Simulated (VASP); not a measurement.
The system is K3Li.

```xyz
4
Lattice="6.1852 0.0000 0.0000 0.0000 6.1852 0.0000 0.0000 0.0000 6.1852" Properties=species:S:1:pos:R:3 pbc="T T T"
K     0.0000    3.0926    3.0926
K     3.0926    0.0000    3.0926
K     3.0926    3.0926    0.0000
Li    0.0000    0.0000    0.0000
```

- Program: VASP 6.6.1
- Task: relaxation of cell and atoms
- Functional: LDA
- Potentials or basis: VASP PAW LDA potentials, release 64 (K_sv, Li_sv)
- Cutoff: 600 eV
- k mesh: 8 × 8 × 8
- Occupations: fermi-dirac, width 0.02 eV
- Spin: no spin polarisation

At the start: pressure -0.6 GPa; volume 59.16 Å³/atom.

**Question.** How do energy, volume and symmetry change on relaxing?

**Answer.** Over 4 steps the energy falls by 14.7 meV/atom and the volume is 51.57 Å³/atom (-12.8 %); space group Pm-3m (No. 221, to 0.1 Å) before and after.

The path:
```
step  energy change (eV)  largest force (eV/Å)  pressure (GPa)  volume (Å³)
   1              0.0000                0.0000           -0.57       236.62
   2             -0.0234                0.0000           -0.47       229.44
   3             -0.0553                0.0000           -0.16       213.70
   4             -0.0587                0.0000            0.02       206.29
```

Final structure:
```xyz
4
Lattice="5.9087 0.0000 0.0000 0.0000 5.9087 0.0000 0.0000 0.0000 5.9087" Properties=species:S:1:pos:R:3 pbc="T T T"
K     0.0000    2.9543    2.9543
K     2.9543    0.0000    2.9543
K     2.9543    2.9543    0.0000
Li    0.0000    0.0000    0.0000
```

Caveat: the cutoff is under 1.25 times the usual one of these potentials, so pressure, stress and relaxed cells hold a basis-set (Pulay) error.
